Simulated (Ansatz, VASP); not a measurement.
**CdGeAs2 in VASP and in Ansatz**

```
CELL_PARAMETERS angstrom
4.07637 0.00000 0.00000
0.00000 4.07637 0.00000
0.00000 0.00000 6.11832
ATOMIC_POSITIONS crystal
Cd 0.00000 0.00000 0.00000
As 0.00000 0.50000 0.26723
As 0.50000 0.00000 0.73277
Ge 0.50000 0.50000 0.50000
```

Alike in both runs: task single point; functional PBE; k mesh 6 × 6 × 4; occupations fermi-dirac, width 0.02 eV; non-collinear spin, spin-orbit coupling.

```csv
,VASP,Ansatz
version,VASP 6.6.1,Ansatz 0.2.0
potentials or method,"VASP PAW PBE potentials, release 64 (Cd, As, Ge_d)","plane waves, PAW"
plane-wave cutoff (eV),500,420
valence electrons in the cell,36,64
```

VASP gave:

| Property | Result |
| --- | --- |
| pressure (GPa) | 2.4 |
| rms of the force components (eV/Å) | 0.035 |

Problem. Which values does Ansatz return?

Solution. Pressure (GPa): 2.2; rms of the force components (eV/Å): 0.040.

The functional is the same, so the differences come from potentials, cutoffs and numerics. VASP's potentials hold 36 valence electrons a cell and Ansatz's 64, so a difference there can come from the potentials and not from the codes.
